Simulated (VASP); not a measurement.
Input of a VASP 6.6.1 run:

Contents of INCAR:

```
SYSTEM = CuO
PREC     = Accurate       ! precision mode
ENCUT    = 700            ! plane-wave cutoff, eV
EDIFF    = 1E-6           ! SCF threshold, eV
ISMEAR   = -1             ! smearing method
SIGMA    = 0.05           ! smearing width, eV
LREAL    = .False.        ! projectors in reciprocal space
LASPH    = .True.         ! aspherical terms in the spheres
NELM     = 120            ! most SCF steps
ALGO     = Normal         ! electronic algorithm
ISIF     = 2              ! what is computed and relaxed
LWAVE    = .False.        ! write WAVECAR
LCHARG   = .True.         ! write CHGCAR
GGA      = PE             ! functional
LELF     = .True.         ! ELF
LVHAR    = .True.       
NBANDS   = 33             ! bands
GGA_COMPAT= .False.
```

Contents of KPOINTS:

```
regular mesh
0
Gamma
  9 9 5
  0 0 0
```

POSCAR

```
CuO
1.0
    2.0682298165     -2.0761344925      0.0000000000
    2.0682298165      2.0761344925      0.0000000000
    0.0000000000      0.0000000000      5.1431407094
Cu O
2 2
Direct
    0.5000000000      0.0000000000      0.0000000000
    0.0000000000      0.5000000000      0.5000000000
    0.5000000000      0.5000000000      0.2500000000
    0.5000000000      0.5000000000      0.7500000000
```

Potentials or basis: VASP PAW PBE potentials, release 64 (Cu_sv_GW, O).

Command:

```bash
$ cat potpaw_PBE.64/Cu_sv_GW/POTCAR potpaw_PBE.64/O/POTCAR > POTCAR
$ mpirun -np 1 vasp_std > vasp.out
```

(1) Estimate the pressure.

(2) What does it give for the band gap on the k mesh?

Results:

(1) -0.6 GPa.

(2) zero (band 25 reaches 5.64 eV, above the bottom of band 26 at 4.71 eV).

Caveat: semilocal functionals often make such compounds metallic where correlation or magnetic order opens a gap, which also shifts bond lengths.
